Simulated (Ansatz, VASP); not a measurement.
## KF: VASP beside Ansatz

Contents of INCAR:

```
PREC = Accurate ; ENCUT = 600
EDIFF = 1E-6 ; ISMEAR = 0
SIGMA = 0.01 ; LREAL = False
LASPH = True ; NELM = 120
ALGO = Normal ; ISIF = 2
LWAVE = False ; LCHARG = True
GGA = PE ; LELF = True
LVHAR = True ; NBANDS = 15
GGA_COMPAT = False
```

File KPOINTS:

```
regular mesh
0
Gamma
  4 4 4
```

File POSCAR:

```
KF
1.0
    0.0000000000      2.5763114700      2.5763114700
    2.5763114700      0.0000000000      2.5763114700
    2.5763114700      2.5763114700      0.0000000000
K F
1 1
Direct
    0.0000000000      0.0000000000      0.0000000000
    0.5000000000      0.5000000000      0.5000000000
```

Input for Ansatz:

```yaml
crystal:
  lattice:
    - [0.0, 2.57631147, 2.57631147]
    - [2.57631147, 0.0, 2.57631147]
    - [2.57631147, 2.57631147, 0.0]
  atoms:
    - { symbol: K, position: [0.0, 0.0, 0.0] }
    - { symbol: F, position: [0.5, 0.5, 0.5] }
basis:
  precision: f64
  xc_grid: 2
  ecutwfc: 700
  ecutrho_ratio: 4
kpoints:
  mp_grid: { grid: [4, 4, 4], shift: [0, 0, 0] }
hamiltonian:
  xc: pbe
  dispersion: none
  pseudopotentials:
    kind: paw
    azcp:
      F: "pseudopotentials/F.paw.azcp"
      K: "pseudopotentials/K.paw.azcp"
magnetization:
  spin_polarized: false
scf:
  lower_state_search: "off"
  max_iter: 200
  occupations: { method: fixed }
  convergence: { dr2_threshold: "1e-10 eV" }
output:
  forces: true
  stress: true
  eigenvalues: true
```

Alike in both runs: task single point; functional PBE; k mesh 4 × 4 × 4; no spin polarisation.

```csv
,VASP,Ansatz
version,VASP 6.6.1,Ansatz 0.2.0-dev
potentials or method,"VASP PAW PBE potentials, release 64 (K_sv, F), cutoff 600 eV",hard PAW set made for 700 eV
occupations,"gaussian, width 0.01 eV",fixed
```

VASP gave:

```
gap on the k mesh at the Fermi level (eV) : 6.78
```

Question: Estimate Ansatz's values.

Answer: gap on the k mesh at the Fermi level (eV): 6.79.

The k mesh is coarse, so the values compare programs but aren't converged.
